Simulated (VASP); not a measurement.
BeRe2O3, 6 atoms in the cell. It takes space group P6/mmm (No. 191, hexagonal). The conventional cell has a = 4.788 Å, b = 4.788 Å, c = 2.916 Å, α = 90.00°, β = 90.00°, γ = 120.00°. Be (site symmetry 6/mmm) has 6 Re at 2.76 Å and 12 O at 2.80 Å and 2 Be at 2.92 Å within 3.6 Å. Within 2.8 Å of Re (site symmetry -6m2) lie 6 O at 2.01 Å and 3 Re at 2.76 Å and 3 Be at 2.76 Å. O (site symmetry mmm) has 4 Re at 2.01 Å and 6 O at 2.39 to 2.92 Å and 4 Be at 2.80 Å within 3.0 Å. 

* Program: VASP 6.6.1
* Task: single point
* Functional: PBE
* Potentials or basis: VASP PAW PBE potentials, release 64 (Be, Re, O)
* Cutoff: 520 eV
* k mesh: 6 × 6 × 6
* Occupations: gaussian, width 0.1 eV
* Spin: collinear spin
* Starting moments: [0.0, 1.0, 1.0, 0.0, 0.0, 0.0] μB
* Dipole correction: no
* Further INCAR settings: ALGO = Normal; EDIFF = 1e-06; NBANDS = 30

Potentials or basis: VASP PAW PBE potentials, release 64 (Be, Re, O).

The run is started by

```sh
$ cat potpaw_PBE.64/Be/POTCAR potpaw_PBE.64/Re/POTCAR potpaw_PBE.64/O/POTCAR > POTCAR
$ mpirun -np 1 vasp_std > vasp.out
```

Hardware: 1 thread of Intel(R) Xeon(R) 6975P-C (Granite Rapids) (shared host).

Problem. How long does it take, and how much memory?

Solution. Run time: 50 s on 1 thread of Intel(R) Xeon(R) 6975P-C (Granite Rapids), with other jobs on the host, peak memory 0.24 GiB. Counts: scf iterations 14, k points 28.
